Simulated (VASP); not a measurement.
# LiH (P6_3mc) in VASP: further runs

Runs on LiH. Level: r2SCAN+rVV10. Tasks: single point, relaxation of cell and atoms.

Everything below comes from runs of VASP 6.6.1. Logs are shortened: lines on timing, memory, paths and dates and some standing lists are left out, and cuts for length are marked.

**1. The cell of the first run**

It takes space group P6_3mc (No. 186, hexagonal). Conventional cell: a = 3.053 Å, b = 3.053 Å, c = 9.690 Å, α = 90.00°, β = 90.00°, γ = 120.00°. Within 2.5 Å of Li (site symmetry 3m) lie 4 H at 1.85 to 1.88 Å. Within 2.4 Å of Li (site symmetry 3m) lie 4 H at 1.84 to 1.85 Å. Within 2.5 Å of H (site symmetry 3m) lie 4 Li at 1.85 to 1.88 Å. H (site symmetry 3m) has 4 Li at 1.84 to 1.85 Å within 2.4 Å.

**2. Single point, r2SCAN+rVV10**

POSCAR reads:

```
LiH
1.0
    3.0532516987      0.0000000000      0.0000000000
   -1.5266258493      2.6441935352      0.0000000000
    0.0000000000      0.0000000000      9.6898573084
Li H
4 4
Direct
    0.0000000000      0.0000000000     -0.0033890024
    0.3333333333      0.6666666667      0.2490023997
    0.0000000000      0.0000000000      0.4966109976
    0.6666666667      0.3333333333      0.7490023997
    0.0000000000      0.0000000000      0.1903589796
    0.3333333333      0.6666666667      0.4390276231
    0.0000000000      0.0000000000      0.6903589796
    0.6666666667      0.3333333333      0.9390276231
```

INCAR.step1 reads:

```
SYSTEM = LiH
PREC = Accurate
ENCUT = 520
ISMEAR = -1
SIGMA = 0.03
LREAL = .False.
LASPH = .True.
NELM = 80
NBANDS = 18
GGA = PE
ALGO = Normal
EDIFF = 1E-4
LWAVE = .True.
LCHARG = .False.
```

INCAR.step2 reads:

```
SYSTEM = LiH
PREC = Accurate
ENCUT = 520
EDIFF = 1E-6
ISMEAR = -1
SIGMA = 0.03
LREAL = .False.
LASPH = .True.
NELM = 80
ALGO = Normal
ISIF = 2
LWAVE = .False.
LCHARG = .False.
METAGGA = R2SCAN
LMIXTAU = .True.
LUSE_VDW = .True.
IVDW_NL = 2
BPARAM = 11.95
CPARAM = 0.0093
NBANDS = 18
ISTART = 1
```

KPOINTS reads:

```
regular mesh
0
Gamma
  12 12 4
  0 0 0
```

Potentials or basis: VASP PAW PBE potentials, release 64 (Li_sv, H).

Command:

```sh
$ cat potpaw_PBE.64/Li_sv/POTCAR potpaw_PBE.64/H/POTCAR > POTCAR
$ cp INCAR.step1 INCAR
$ mpirun -np 1 vasp_std > vasp.out
$ cp INCAR.step2 INCAR
$ mpirun -np 1 vasp_std > vasp.out
```

OUTCAR:

```text
SYSTEM = LiH
   PREC = Accurate
   ENCUT = 520
   EDIFF = 1E-6
   ISMEAR = -1
   LREAL = .False.
   LASPH = .True.
   NELM = 80
   ISIF = 2
   METAGGA = R2SCAN
   IVDW_NL = 2
   BPARAM = 11.95
   ISTART = 1

 ion  position               nearest neighbor table
   1  0.000  0.000  0.997-
   2  0.333  0.667  0.249-
   3  0.000  0.000  0.497-
   4  0.667  0.333  0.749-
   5  0.000  0.000  0.190-
   6  0.333  0.667  0.439-
   7  0.000  0.000  0.690-
   8  0.667  0.333  0.939-

  LATTYP: Found a hexagonal cell.
 ALAT       =     3.0532516987
 C/A-ratio  =     3.1736189036

  Lattice vectors:

 A1 = (   3.0532516987,   0.0000000000,   0.0000000000)
 A2 = (  -1.5266258493,   2.6441935352,   0.0000000000)
 A3 = (   0.0000000000,   0.0000000000,   9.6898573084)

Analysis of symmetry for initial positions (statically):
=====================================================================
 Subroutine PRICEL returns:
 Original cell was already a primitive cell.

 Routine SETGRP: Setting up the symmetry group for a
 hexagonal supercell.

 Subroutine GETGRP returns: Found 12 space group operations
 (whereof  6 operations were pure point group operations)
 out of a pool of 24 trial point group operations.

The static configuration has the point symmetry C_3v.
 The point group associated with its full space group is C_6v.

Analysis of symmetry for dynamics (positions and initial velocities):
=====================================================================
 Subroutine PRICEL returns:
 Original cell was already a primitive cell.

 Routine SETGRP: Setting up the symmetry group for a
 hexagonal supercell.

 Subroutine GETGRP returns: Found 12 space group operations
 (whereof  6 operations were pure point group operations)
 out of a pool of 24 trial point group operations.

The dynamic configuration has the point symmetry C_3v.
 The point group associated with its full space group is C_6v.

 Subroutine INISYM returns: Found 12 space group operations
 (whereof  6 operations are pure point group operations),
 and found     1 'primitive' translations

----------------------------------------------------------------------------------------

                                     Primitive cell

  volume of cell :      78.2300

  direct lattice vectors                    reciprocal lattice vectors
     3.053251699  0.000000000  0.000000000     0.327519674  0.189093572  0.000000000
    -1.526625849  2.644193535  0.000000000     0.000000000  0.378187144  0.000000000
     0.000000000  0.000000000  9.689857308     0.000000000  0.000000000  0.103200694

  length of vectors
     3.053251699  3.053251699  9.689857308     0.378187144  0.378187144  0.103200694

  position of ions in fractional coordinates (direct lattice)
     0.000000000  0.000000000  0.996610998
     0.333333333  0.666666667  0.249002400
     0.000000000  0.000000000  0.496610998
     0.666666667  0.333333333  0.749002400
     0.000000000  0.000000000  0.190358980
     0.333333333  0.666666667  0.439027623
     0.000000000  0.000000000  0.690358980
     0.666666667  0.333333333  0.939027623

  ion indices of the primitive-cell ions
   primitive index   ion index
                 1           1
                 2           2
                 3           3
                 4           4
                 5           5
                 6           6
                 7           7
                 8           8

----------------------------------------------------------------------------------------

 KPOINTS: regular mesh

Automatic generation of k-mesh.
 Grid dimensions read from file:
 generate k-points for:   12   12    4

 Generating k-lattice:

  Cartesian coordinates                     Fractional coordinates (reciprocal lattice)
     0.027293306  0.015757798  0.000000000     0.083333333  0.000000000  0.000000000
     0.000000000  0.031515595  0.000000000     0.000000000  0.083333333  0.000000000
     0.000000000  0.000000000  0.025800174     0.000000000  0.000000000  0.250000000

  Length of vectors
     0.031515595  0.031515595  0.025800174

  Shift w.r.t. Gamma in fractional coordinates (k-lattice)
     0.000000000  0.000000000  0.000000000

 Subroutine IBZKPT returns following result:
 ===========================================

 Found     57 irreducible k-points:

 Following reciprocal coordinates:
            Coordinates               Weight
  0.000000  0.000000  0.000000      1.000000
  0.083333 -0.000000  0.000000      6.000000
  0.166667  0.000000  0.000000      6.000000
  0.250000 -0.000000  0.000000      6.000000
  0.333333  0.000000  0.000000      6.000000
  0.416667 -0.000000  0.000000      6.000000
[... 16 lines left out ...]
  0.250000 -0.000000  0.250000     12.000000
  0.333333  0.000000  0.250000     12.000000
 [... further k-points ...]
   k-points           NKPTS =     57   k-points in BZ     NKDIM =     57   number of bands    NBANDS=     18
   number of dos      NEDOS =    301   number of ions     NIONS =      8
   total plane-waves  NPLWV =  41472
   dimension x,y,z NGX =    24 NGY =   24 NGZ =   72
   dimension x,y,z NGXF=    48 NGYF=   48 NGZF=  144
   ions per type =               4   4
   NGX,Y,Z   is equivalent  to a cutoff of  13.07, 13.07, 12.35 a.u.
   NGXF,Y,Z  is equivalent  to a cutoff of  26.14, 26.14, 24.71 a.u.
 SYSTEM =  LiH
   PREC   = accura    normal or accurate (medium, high low for compatibility)
   ISTART =      1    job   : 0-new  1-cont  2-samecut
   ICHARG =      0    charge: 1-file 2-atom 10-const
   ISPIN  =      1    spin polarized calculation?
   LNONCOLLINEAR =      F non collinear calculations
   LSORBIT =      F    spin-orbit coupling
   LASPH  =      T    aspherical Exc in radial PAW
   ENCUT  =  520.0 eV  38.22 Ry    6.18 a.u.   5.68  5.68 18.02*2*pi/ulx,y,z
   NELM   =     80;   NELMIN=  2; NELMDL=  0     # of ELM steps
   EDIFF  = 0.1E-05   stopping-criterion for ELM
   LREAL  =      F    real-space projection
   EDIFFG = 0.1E-04   stopping-criterion for IOM
   NSW    =      0    number of steps for IOM
   IBRION =     -1    ionic relax: 0-MD 1-quasi-New 2-CG
   NFREE  =      0    steps in history (QN), initial steepest desc. (CG)
   ISIF   =      2    stress and relaxation
   ISYM   =      2    0-nonsym 1-usesym 2-fastsym
   POTIM  = 0.5000    time-step for ionic-motion
   TEBEG  =    0.0;   TEEND  =   0.0 temperature during run
   PSTRESS=    0.0 pullay stress
   NELECT =      16.0000    total number of electrons
   NUPDOWN=      -1.0000    fix difference up-down
   EMIN   =  10.00;   EMAX   =-10.00  energy-range for DOS
   EFERMI =   0.00;   METHOD = LEGACY
   ISMEAR =    -1;   SIGMA  =   0.03  broadening in eV -4-tet -1-fermi 0-gaus
   EFERMI_NEDOS =   21; number of points for ismear=-14 and -15
   IALGO  =     38    algorithm
   IMIX   =      4    mixing-type and parameters
     AMIX     =   0.40;   BMIX     =  1.00
     AMIX_MAG =   1.60;   BMIX_MAG =  1.00
  volume/ion in A,a.u.               =       9.78        65.99
  Fermi-wavevector in a.u.,A,eV,Ry     =   0.964548  1.822731 12.658213  0.930352
  Thomas-Fermi vector in A             =   2.094188
   LORBIT       =      0    0 simple, 1 ext, 2 COOP (PROOUT), +10 PAW based schemes
   METAGGA = R2SCAN    functional components
   LHFCALC =     F    Hartree Fock is set to
   AEXX    =    0.0000 exact exchange contribution
   IVDW_NL    =     2    kernel type
   BPARAM     =11.9500
   IVDW    =     0    specifies the selected vdW correction
   LEPSILON=     F    determine dielectric tensor
   LRPA    =     F    only Hartree local field effects (RPA)
 non-spin polarized calculation
  energy-cutoff  :      520.00
  volume of cell :       78.23
 maximum number of plane-waves:      2130
 NGX is ok and might be reduce to    24
   NGX = 11   NGY = 11   NGZ = 37

 number of electron      15.9999983 magnetization

 Free energy of the ion-electron system (eV)
  ---------------------------------------------------
  ext. energy  EPLUGINS =         0.00000000
  ---------------------------------------------------
  free energy    TOTEN  =       -26.44433638 eV

  energy without entropy =      -26.44433638  energy(sigma->0) =      -26.44433638

 E-fermi :  -1.3185     XC(G=0):  -8.0276

 val. band max:       -1.9378364757   @ k =   0.2500   0.2500   0.0000
 cond. band min:       2.8265857021   @ k =   0.0000   0.0000   0.0000
 fundamental gap:      4.7644221778
 Fermi energy:        -1.3185497620

 k-point     1 :       0.0000    0.0000    0.0000
  band No.  band energies     occupation
      1     -46.5841      2.00000
      2     -46.5780      2.00000
      3     -46.5560      2.00000
      4     -46.5501      2.00000
      5      -5.6556      2.00000
      6      -4.6350      2.00000
[... 10 lines left out ...]
     17      14.8904      0.00000
     18      15.2007      0.00000

 k-point     2 :       0.0833   -0.0000    0.0000
  band No.  band energies     occupation
      1     -46.5828      2.00000
      2     -46.5770      2.00000
      3     -46.5550      2.00000
      4     -46.5494      2.00000
      5      -5.5590      2.00000
      6      -4.5449      2.00000
[... 10 lines left out ...]
     17      14.2211      0.00000
     18      14.4308      0.00000

 k-point     3 :       0.1667    0.0000    0.0000
  band No.  band energies     occupation
      1     -46.5793      2.00000
      2     -46.5745      2.00000
      3     -46.5524      2.00000
      4     -46.5476      2.00000
      5      -5.2722      2.00000
      6      -4.2810      2.00000
[... 412 lines left out ...]
 k-point    23 :       0.2500   -0.0000    0.2500
  band No.  band energies     occupation
      1     -46.5741      2.00000
      2     -46.5715      2.00000
      3     -46.5483      2.00000
      4     -46.5458      2.00000
      5      -4.7442      2.00000
      6      -4.2625      2.00000
[... 10 lines left out ...]
     17      11.8671      0.00000
     18      13.0986      0.00000

 k-point    24 :       0.3333    0.0000    0.2500
  band No.  band energies     occupation
      1     -46.5693      2.00000
      2     -46.5677      2.00000
      3     -46.5450      2.00000
      4     -46.5434      2.00000
      5      -4.1326      2.00000
      6      -3.7094      2.00000
[... 10 lines left out ...]
     17      11.2990      0.00000
     18      12.3379      0.00000

 [... further k-points ...]

------------------------ aborting loop because EDIFF is reached ----------------------------------------

  FORCE on cell =-STRESS in cart. coord.  units (eV):
  Direction    XX          YY          ZZ          XY          YZ          ZX
  --------------------------------------------------------------------------------------
  -------------------------------------------------------------------------------------
  Total       -0.1028990     -0.1028990     -0.1993341     -0.0000000      0.0000000      0.0000000
  in kB       -2.1074075     -2.1074075     -4.0824311     -0.0000000      0.0000000      0.0000000
  external PRESSURE =      -2.7657487 kB  Pullay stress =       0.0000000 kB

 VOLUME and BASIS-vectors are now :
 -----------------------------------------------------------------------------
  energy-cutoff  :      520.00
  volume of cell :       78.23
      direct lattice vectors                 reciprocal lattice vectors
     3.053251699  0.000000000  0.000000000     0.327519674  0.189093572  0.000000000
    -1.526625849  2.644193535  0.000000000     0.000000000  0.378187144  0.000000000
     0.000000000  0.000000000  9.689857308     0.000000000  0.000000000  0.103200694

 POSITION                                       TOTAL-FORCE (eV/Angst)
 -----------------------------------------------------------------------------------
      0.00000      0.00000      9.65702         0.000000     -0.000000     -0.022849
     -0.00000      1.76280      2.41280         0.000000      0.000000      0.015581
      0.00000      0.00000      4.81209        -0.000000     -0.000000     -0.022849
      1.52663      0.88140      7.25773        -0.000000     -0.000000      0.015581
      0.00000      0.00000      1.84455        -0.000000     -0.000000      0.002759
     -0.00000      1.76280      4.25412        -0.000000      0.000000      0.004508
      0.00000      0.00000      6.68948         0.000000      0.000000      0.002759
      1.52663      0.88140      9.09904         0.000000     -0.000000      0.004508
 -----------------------------------------------------------------------------------
    total drift:                                0.000000      0.000000     -0.012839

  FREE ENERGIE OF THE ION-ELECTRON SYSTEM (eV)
  ---------------------------------------------------
  free  energy   TOTEN  =       -26.4443363812 eV

  energy  without entropy=      -26.4443363812  energy(sigma->0) =      -26.44433638
```

Run time: 10 min. Hardware: 1 thread of Oxide Virtual Turin-like, shared host; peak memory 0.35 GiB.

What came out:

* Free energy: -26.4443 eV
* Largest force: 0.023 eV/Å
* Band gap on the k mesh: 4.76 eV (least direct gap 5.23 eV)

Forces in eV/Å, atoms in the order of the input:
```
Li   0.000  0.000 -0.023
Li   0.000  0.000  0.016
Li   0.000  0.000 -0.023
Li   0.000  0.000  0.016
H    0.000  0.000  0.003
H    0.000  0.000  0.005
H    0.000  0.000  0.003
H    0.000  0.000  0.005
```

Caveat: the cutoff is under 1.25 times the usual one of these potentials, so pressure, stress and relaxed cells hold a basis-set (Pulay) error; the PAW data sets were made with another functional, which shifts forces and pressure a little.

**3. Relaxation of cell and atoms, r2SCAN+rVV10**

This run uses another cell than the first one, of 9.61 Å³/atom.

POSCAR reads:

```
LiH
1.0
    3.0404534939      0.0000000000      0.0000000000
   -1.5202267469      2.6331099647      0.0000000000
    0.0000000000      0.0000000000      9.5990649798
Li H
4 4
Direct
    0.0000000000      0.0000000000     -0.0038036134
    0.3333333333      0.6666666667      0.2485751909
    0.0000000000      0.0000000000      0.4961963866
    0.6666666667      0.3333333333      0.7485751909
    0.0000000000      0.0000000000      0.1908808000
    0.3333333333      0.6666666667      0.4393476225
    0.0000000000      0.0000000000      0.6908808000
    0.6666666667      0.3333333333      0.9393476225
```

INCAR.step1 reads:

```
SYSTEM = LiH
  PREC = Accurate
  ENCUT = 600
  ISMEAR = -1
  SIGMA = 0.03
  LREAL = .False.
  LASPH = .True.
  NELM = 80
  GGA = PE
  ALGO = Normal
  EDIFF = 1E-4
  LWAVE = .True.
  LCHARG = .False.
```

INCAR.step2 reads:

```
SYSTEM = LiH
  PREC = Accurate
  ENCUT = 600
  EDIFF = 1E-6
  ISMEAR = -1
  SIGMA = 0.03
  LREAL = .False.
  LASPH = .True.
  NELM = 80
  ALGO = Normal
  ISIF = 3
  LWAVE = .False.
  LCHARG = .False.
  METAGGA = R2SCAN
  LMIXTAU = .True.
  LUSE_VDW = .True.
  IVDW_NL = 2
  BPARAM = 11.95
  CPARAM = 0.0093
  IBRION = 2
  NSW = 100
  EDIFFG = -0.01
  ISTART = 1
```

KPOINTS is that of step 2.

Potentials or basis: VASP PAW PBE potentials, release 64 (Li_sv, H).

Command:

```sh
$ cat potpaw_PBE.64/Li_sv/POTCAR potpaw_PBE.64/H/POTCAR > POTCAR
$ cp INCAR.step1 INCAR
$ mpirun -np 1 vasp_std > vasp.out
$ cp INCAR.step2 INCAR
$ mpirun -np 1 vasp_std > vasp.out
```

Run time: 28 min. Hardware: 1 thread of Oxide Virtual Turin-like, shared host; peak memory 0.4 GiB.

It converged, with:

```yaml
Free_energy: -26.4504 eV
Relaxed_volume: 9.71 Å³/atom
Relaxed_cell: a = 3.052 Å, b = 3.052 Å, c = 9.627 Å, α = 90.00°, β = 90.00°, γ = 120.00°
Space_group_after_relaxing_to_0.1_Å: P6_3mc (No. 186)
Energy_gained_by_relaxing: 0.2 meV/atom
Ionic_steps: 5
Pressure_after_relaxing: 0.0 GPa
Largest_force_after_relaxing: 0.007 eV/Å
Band_gap_on_the_k_mesh: 4.78 eV (least direct gap 5.24 eV)
```

Forces in eV/Å, atoms in the order of the input:
```
Li   0.000  0.000 -0.003
Li   0.000  0.000  0.007
Li   0.000  0.000 -0.003
Li   0.000  0.000  0.007
H    0.000  0.000 -0.004
H    0.000  0.000 -0.001
H    0.000  0.000 -0.004
H    0.000  0.000 -0.001
```

The path:
```
step  energy change (eV)  largest force (eV/Å)  pressure (GPa)  volume (Å³)
   1              0.0000                0.0381            0.29        76.85
   2             -0.0006                0.0300            0.25        77.04
   3             -0.0015                0.0160            0.05        77.62
   4             -0.0015                0.0139            0.06        77.57
   5             -0.0015                0.0074            0.02        77.66
```

Final structure:
```cif
data_structure
_symmetry_space_group_name_H-M 'P 1'
_symmetry_Int_Tables_number 1
_cell_length_a 3.0520
_cell_length_b 3.0520
_cell_length_c 9.6269
_cell_angle_alpha 90.000
_cell_angle_beta 90.000
_cell_angle_gamma 120.000
_cell_volume 77.66
loop_
_atom_site_label
_atom_site_type_symbol
_atom_site_fract_x
_atom_site_fract_y
_atom_site_fract_z
_atom_site_occupancy
Li1 Li 0.00000 0.00000 0.99670 1
Li2 Li 0.33333 0.66667 0.24794 1
Li3 Li 0.00000 0.00000 0.49670 1
Li4 Li 0.66667 0.33333 0.74794 1
H1 H 0.00000 0.00000 0.19089 1
H2 H 0.33333 0.66667 0.43947 1
H3 H 0.00000 0.00000 0.69089 1
H4 H 0.66667 0.33333 0.93947 1
```

Levels at points of the mesh, in eV from the valence-band top:
```csv
k point,band 4,band 5,band 6,band 7,band 8,band 9,band 10,band 11,band 12,band 13
"(0.00, 0.00, 0.00)",-44.59,-3.74,-2.70,-2.67,-0.78,4.78,9.38,9.48,14.21,15.71
"(0.50, 0.00, 0.00)",-44.59,-1.09,-0.89,-0.72,-0.44,4.97,5.90,6.50,8.55,9.48
"(0.00, 0.00, 0.50)",-44.60,-3.47,-3.47,-1.53,-1.53,6.24,6.24,12.88,12.88,16.00
"(0.50, 0.00, 0.50)",-44.59,-1.02,-1.02,-0.55,-0.55,5.32,5.32,7.29,7.29,10.68
```

Caveat: the cutoff is under 1.25 times the usual one of these potentials, so pressure, stress and relaxed cells hold a basis-set (Pulay) error; the PAW data sets were made with another functional, which shifts forces and pressure a little.
